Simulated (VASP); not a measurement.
# Si (Fd-3m) in VASP: single point with PBEsol

Aim: the single point of Si with PBEsol.

Everything below comes from runs of VASP 6.6.1. Logs are shortened: lines on timing, memory, paths and dates and some standing lists are left out, and cuts for length are marked.

### 1 The cell of the first run

The structure is cubic, space group Fd-3m (No. 227). The conventional cell has a = 5.433 Å, b = 5.433 Å, c = 5.433 Å, α = 90.00°, β = 90.00°, γ = 90.00°. Si (site symmetry -43m) has 4 Si at 2.35 Å within 3.1 Å.

### 2 Single point, PBEsol

INCAR reads:

```
SYSTEM = Si
  ALGO = Normal
  EDIFF = 1E-6
  ENCUT = 500
  GGA = PS
  GGA_COMPAT = .False.
  ISIF = 2
  ISMEAR = 0
  LASPH = .True.
  LCHARG = .False.
  LREAL = .False.
  LWAVE = .False.
  NBANDS = 11
  NELM = 120
  PREC = Accurate
  SIGMA = 0.02
```

KPOINTS reads:

```
k-points
0
Gamma
  12 12 12
  0 0 0
```

POSCAR reads:

```
Si
1.0
    0.0000000000      2.7167274811      2.7167274811
    2.7167274811      0.0000000000      2.7167274811
    2.7167274811      2.7167274811      0.0000000000
Si
2
Direct
    0.0000000000      0.0000000000      0.0000000000
    0.2500000000      0.2500000000      0.2500000000
```

Potentials or basis: VASP PAW PBE potentials, release 64 (Si).

Command:

```bash
$ cat potpaw_PBE.64/Si/POTCAR > POTCAR
$ mpirun -np 1 vasp_std > vasp.out
```

OUTCAR:

```text
SYSTEM = Si
   EDIFF = 1E-6
   ENCUT = 500
   GGA = PS
   ISIF = 2
   ISMEAR = 0
   LASPH = .True.
   LREAL = .False.
   NELM = 120
   PREC = Accurate

 ion  position               nearest neighbor table
   1  0.000  0.000  0.000-   2 2.35   2 2.35   2 2.35   2 2.35
   2  0.250  0.250  0.250-   1 2.35   1 2.35   1 2.35   1 2.35

  LATTYP: Found a face centered cubic cell.
 ALAT       =     5.4334549622

  Lattice vectors:

 A1 = (   0.0000000000,   2.7167274811,   2.7167274811)
 A2 = (   2.7167274811,   0.0000000000,   2.7167274811)
 A3 = (   2.7167274811,   2.7167274811,   0.0000000000)

Analysis of symmetry for initial positions (statically):
=====================================================================
 Subroutine PRICEL returns:
 Original cell was already a primitive cell.

 Routine SETGRP: Setting up the symmetry group for a
 face centered cubic supercell.

 Subroutine GETGRP returns: Found 48 space group operations
 (whereof 24 operations were pure point group operations)
 out of a pool of 48 trial point group operations.

The static configuration has the point symmetry T_d .
 The point group associated with its full space group is O_h .

Analysis of symmetry for dynamics (positions and initial velocities):
=====================================================================
 Subroutine PRICEL returns:
 Original cell was already a primitive cell.

 Routine SETGRP: Setting up the symmetry group for a
 face centered cubic supercell.

 Subroutine GETGRP returns: Found 48 space group operations
 (whereof 24 operations were pure point group operations)
 out of a pool of 48 trial point group operations.

The dynamic configuration has the point symmetry T_d .
 The point group associated with its full space group is O_h .

 Subroutine INISYM returns: Found 48 space group operations
 (whereof 24 operations are pure point group operations),
 and found     1 'primitive' translations

----------------------------------------------------------------------------------------

                                     Primitive cell

  volume of cell :      40.1022

  direct lattice vectors                    reciprocal lattice vectors
     0.000000000  2.716727481  2.716727481    -0.184044960  0.184044960  0.184044960
     2.716727481  0.000000000  2.716727481     0.184044960 -0.184044960  0.184044960
     2.716727481  2.716727481  0.000000000     0.184044960  0.184044960 -0.184044960

  length of vectors
     3.842032849  3.842032849  3.842032849     0.318775221  0.318775221  0.318775221

  position of ions in fractional coordinates (direct lattice)
     0.000000000  0.000000000  0.000000000
     0.250000000  0.250000000  0.250000000

  ion indices of the primitive-cell ions
   primitive index   ion index
                 1           1
                 2           2

----------------------------------------------------------------------------------------

 KPOINTS: k-points

Automatic generation of k-mesh.
 Grid dimensions read from file:
 generate k-points for:   12   12   12

 Generating k-lattice:

  Cartesian coordinates                     Fractional coordinates (reciprocal lattice)
    -0.015337080  0.015337080  0.015337080     0.083333333  0.000000000  0.000000000
     0.015337080 -0.015337080  0.015337080     0.000000000  0.083333333  0.000000000
     0.015337080  0.015337080 -0.015337080     0.000000000  0.000000000  0.083333333

  Length of vectors
     0.026564602  0.026564602  0.026564602

  Shift w.r.t. Gamma in fractional coordinates (k-lattice)
     0.000000000  0.000000000  0.000000000

 Subroutine IBZKPT returns following result:
 ===========================================

 Found     72 irreducible k-points:

 Following reciprocal coordinates:
            Coordinates               Weight
  0.000000  0.000000  0.000000      1.000000
  0.083333  0.000000  0.000000      8.000000
  0.166667  0.000000  0.000000      8.000000
  0.250000  0.000000  0.000000      8.000000
  0.333333  0.000000  0.000000      8.000000
  0.416667  0.000000  0.000000      8.000000
[... 16 lines left out ...]
  0.500000  0.166667  0.000000     24.000000
 -0.416667  0.166667  0.000000     24.000000
 [... further k-points ...]
   k-points           NKPTS =     72   k-points in BZ     NKDIM =     72   number of bands    NBANDS=     11
   number of dos      NEDOS =    301   number of ions     NIONS =      2
   total plane-waves  NPLWV =  21952
   dimension x,y,z NGX =    28 NGY =   28 NGZ =   28
   dimension x,y,z NGXF=    56 NGYF=   56 NGZF=   56
   ions per type =               2
   NGX,Y,Z   is equivalent  to a cutoff of  12.12, 12.12, 12.12 a.u.
   NGXF,Y,Z  is equivalent  to a cutoff of  24.23, 24.23, 24.23 a.u.
 SYSTEM =  Si
   PREC   = accura    normal or accurate (medium, high low for compatibility)
   ISTART =      0    job   : 0-new  1-cont  2-samecut
   ICHARG =      2    charge: 1-file 2-atom 10-const
   ISPIN  =      1    spin polarized calculation?
   LNONCOLLINEAR =      F non collinear calculations
   LSORBIT =      F    spin-orbit coupling
   LASPH  =      T    aspherical Exc in radial PAW
   ENCUT  =  500.0 eV  36.75 Ry    6.06 a.u.   7.00  7.00  7.00*2*pi/ulx,y,z
   NELM   =    120;   NELMIN=  2; NELMDL= -5     # of ELM steps
   EDIFF  = 0.1E-05   stopping-criterion for ELM
   LREAL  =      F    real-space projection
   EDIFFG = 0.1E-04   stopping-criterion for IOM
   NSW    =      0    number of steps for IOM
   IBRION =     -1    ionic relax: 0-MD 1-quasi-New 2-CG
   NFREE  =      0    steps in history (QN), initial steepest desc. (CG)
   ISIF   =      2    stress and relaxation
   ISYM   =      2    0-nonsym 1-usesym 2-fastsym
   POTIM  = 0.5000    time-step for ionic-motion
   TEBEG  =    0.0;   TEEND  =   0.0 temperature during run
   PSTRESS=    0.0 pullay stress
   NELECT =       8.0000    total number of electrons
   NUPDOWN=      -1.0000    fix difference up-down
   EMIN   =  10.00;   EMAX   =-10.00  energy-range for DOS
   EFERMI =   0.00;   METHOD = LEGACY
   ISMEAR =     0;   SIGMA  =   0.02  broadening in eV -4-tet -1-fermi 0-gaus
   EFERMI_NEDOS =   21; number of points for ismear=-14 and -15
   IALGO  =     38    algorithm
   IMIX   =      4    mixing-type and parameters
     AMIX     =   0.40;   BMIX     =  1.00
     AMIX_MAG =   1.60;   BMIX_MAG =  1.00
  volume/ion in A,a.u.               =      20.05       135.31
  Fermi-wavevector in a.u.,A,eV,Ry     =   0.956567  1.807650 12.449610  0.915021
  Thomas-Fermi vector in A             =   2.085507
   LORBIT       =      0    0 simple, 1 ext, 2 COOP (PROOUT), +10 PAW based schemes
   GGA     = PS    functional components
   LHFCALC =     F    Hartree Fock is set to
   AEXX    =    0.0000 exact exchange contribution
   IVDW    =     0    specifies the selected vdW correction
   LEPSILON=     F    determine dielectric tensor
   LRPA    =     F    only Hartree local field effects (RPA)
 non-spin polarized calculation
 Gauss-broadening in eV      SIGMA  =   0.02
  energy-cutoff  :      500.00
  volume of cell :       40.10
 maximum number of plane-waves:      1036
   NGX = 13   NGY = 13   NGZ = 13

 number of electron       8.0000001 magnetization

 Free energy of the ion-electron system (eV)
  ---------------------------------------------------
  ext. energy  EPLUGINS =         0.00000000
  ---------------------------------------------------
  free energy    TOTEN  =       -11.49328591 eV

  energy without entropy =      -11.49328591  energy(sigma->0) =      -11.49328591

 E-fermi :   5.9337     XC(G=0):  -9.5480

 val. band max:        5.7743343114   @ k =   0.0000   0.0000   0.0000
 cond. band min:       6.2335608991   @ k =   0.4167   0.4167   0.0000
 fundamental gap:      0.4592265877
 Fermi energy:         5.9337498450

 k-point     1 :       0.0000    0.0000    0.0000
  band No.  band energies     occupation
      1      -6.2055      2.00000
      2       5.7743      2.00000
      3       5.7743      2.00000
      4       5.7743      2.00000
      5       8.2912      0.00000
      6       8.2912      0.00000
      7       8.2912      0.00000
      8       9.0812      0.00000
      9      13.4621      0.00000
     10      13.4621      0.00000
     11      13.4786      0.00000

 k-point     2 :       0.0833    0.0000    0.0000
  band No.  band energies     occupation
      1      -6.1143      2.00000
      2       4.9065      2.00000
      3       5.6288      2.00000
      4       5.6288      2.00000
      5       8.3282      0.00000
      6       8.5045      0.00000
      7       8.5045      0.00000
      8       9.7489      0.00000
      9      13.1795      0.00000
     10      13.1795      0.00000
     11      13.8738      0.00000

 k-point     3 :       0.1667    0.0000    0.0000
  band No.  band energies     occupation
      1      -5.8433      2.00000
      2       3.3765      2.00000
      3       5.3199      2.00000
      4       5.3199      2.00000
      5       8.0596      0.00000
      6       8.9416      0.00000
      7       8.9416      0.00000
      8      11.1662      0.00000
      9      12.7984      0.00000
     10      12.7984      0.00000
     11      14.6382      0.00000

 k-point     4 :       0.2500    0.0000    0.0000
  band No.  band energies     occupation
      1      -5.4034      2.00000
      2       1.8250      2.00000
      3       5.0099      2.00000
      4       5.0099      2.00000
      5       7.7305      0.00000
      6       9.2314      0.00000
      7       9.2314      0.00000
      8      12.6101      0.00000
      9      12.9049      0.00000
     10      12.9049      0.00000
     11      14.5537      0.00000

 k-point     5 :       0.3333    0.0000    0.0000
  band No.  band energies     occupation
      1      -4.8236      2.00000
      2       0.4129      2.00000
      3       4.7696      2.00000
      4       4.7696      2.00000
      5       7.4615      0.00000
      6       9.2234      0.00000
      7       9.2234      0.00000
      8      13.4781      0.00000
      9      13.6983      0.00000
     10      13.6983      0.00000
     11      14.7384      0.00000
[... 211 lines left out ...]
 k-point    21 :       0.3333    0.1667    0.0000
  band No.  band energies     occupation
      1      -4.9022      2.00000
      2       1.3237      2.00000
      3       3.7592      2.00000
      4       4.0146      2.00000
      5       7.6553      0.00000
      6       9.7633      0.00000
      7      10.2268      0.00000
      8      10.8039      0.00000
      9      14.7984      0.00000
     10      14.8496      0.00000
     11      16.0123      0.00000

 k-point    22 :       0.4167    0.1667    0.0000
  band No.  band energies     occupation
      1      -4.2912      2.00000
      2       0.0824      2.00000
      3       3.3164      2.00000
      4       3.9316      2.00000
      5       7.6946      0.00000
      6       9.9732      0.00000
      7      10.6158      0.00000
      8      10.7377      0.00000
      9      15.5080      0.00000
     10      15.9159      0.00000
     11      16.5261      0.00000

 k-point    23 :       0.5000    0.1667    0.0000
  band No.  band energies     occupation
      1      -3.7024      2.00000
      2      -0.8591      2.00000
      3       2.9694      2.00000
      4       3.9870      2.00000
      5       7.7253      0.00000
      6       9.8217      0.00000
      7      10.3380      0.00000
      8      12.1132      0.00000
      9      15.0476      0.00000
     10      16.1973      0.00000
     11      17.4324      0.00000

 k-point    24 :      -0.4167    0.1667    0.0000
  band No.  band energies     occupation
      1      -3.5861      2.00000
      2      -1.0210      2.00000
      3       2.7533      2.00000
      4       4.1731      2.00000
      5       7.8739      0.00000
      6       9.7689      0.00000
      7      10.1099      0.00000
      8      13.6624      0.00000
      9      14.2204      0.00000
     10      14.4989      0.00000
     11      16.7873      0.00000

 [... further k-points ...]
[... 5 lines left out ...]
  --------------------------------------------------------------------------------------
  -------------------------------------------------------------------------------------
  Total        0.0297113      0.0297113      0.0297113      0.0000000      0.0000000      0.0000000
  in kB        1.1870351      1.1870351      1.1870351      0.0000000      0.0000000      0.0000000
  external PRESSURE =       1.1870351 kB  Pullay stress =       0.0000000 kB

 VOLUME and BASIS-vectors are now :
 -----------------------------------------------------------------------------
  energy-cutoff  :      500.00
  volume of cell :       40.10
      direct lattice vectors                 reciprocal lattice vectors
     0.000000000  2.716727481  2.716727481    -0.184044960  0.184044960  0.184044960
     2.716727481  0.000000000  2.716727481     0.184044960 -0.184044960  0.184044960
     2.716727481  2.716727481  0.000000000     0.184044960  0.184044960 -0.184044960

 POSITION                                       TOTAL-FORCE (eV/Angst)
 -----------------------------------------------------------------------------------
      0.00000      0.00000      0.00000        -0.000000     -0.000000     -0.000000
      1.35836      1.35836      1.35836         0.000000      0.000000      0.000000
 -----------------------------------------------------------------------------------
    total drift:                                0.000000      0.000000     -0.000000

  FREE ENERGIE OF THE ION-ELECTRON SYSTEM (eV)
  ---------------------------------------------------
  free  energy   TOTEN  =       -11.4932859088 eV

  energy  without entropy=      -11.4932859088  energy(sigma->0) =      -11.49328591
```

Wall time 36 s (1 thread of Intel Xeon 8259CL, shared host); peak memory 0.16 GiB.

Results:

- Free energy: -11.4933 eV
- Pressure: 0.1 GPa
- Band gap on the k mesh: 0.46 eV (least direct gap 2.52 eV)

Levels at points of the mesh, in eV from the valence-band top:
```csv
k point,band 1,band 2,band 3,band 4,band 5,band 6,band 7,band 8
"(0.00, 0.00, 0.00)",-11.98,0.00,0.00,0.00,2.52,2.52,2.52,3.31
"(0.50, 0.00, 0.00)",-9.63,-7.01,-1.20,-1.20,1.46,3.27,3.27,7.51
"(0.50, 0.50, 0.00)",-7.82,-7.82,-2.87,-2.87,0.59,0.59,10.05,10.05
```

Caveat: the PAW data sets were made with another functional, which shifts forces and pressure a little.
